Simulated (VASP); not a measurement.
A run of VASP 6.6.1 is set up as follows.

File INCAR:

```
PREC = Accurate ; ENCUT = 520
EDIFF = 1E-6 ; ISMEAR = -1
SIGMA = 0.1 ; LREAL = F
LASPH = T ; NELM = 80
ALGO = Normal ; ISIF = 2
LWAVE = F ; LCHARG = F
GGA = CA ; NBANDS = 26
```

The input KPOINTS:

```
Automatic mesh
0
Gamma
  9 9 3
```

The input POSCAR:

```
Rb
1.0
    4.6488288471      0.0000000000      0.0000000000
   -2.3244144235      4.0260038794      0.0000000000
    0.0000000000      0.0000000000     15.3525443292
Rb
4
Direct
    1.0000000000      0.0000000000      1.0000000000
    1.0000000000      0.0000000000      0.5000000000
    0.3333333333      0.6666666667      0.2500000000
    0.6666666667      0.3333333333      0.7500000000
```

Potentials or basis: VASP PAW LDA potentials, release 64 (Rb_sv).

Command:

```bash
$ cat potpaw_LDA.64/Rb_sv/POTCAR > POTCAR
$ mpirun -np 1 vasp_std > vasp.out
```

Question: Estimate the pressure.

Answer: 0.3 GPa.

Question: Predict the band gap on the k mesh.

Answer: Zero (bands 18 and 19 overlap by 2.40 eV).
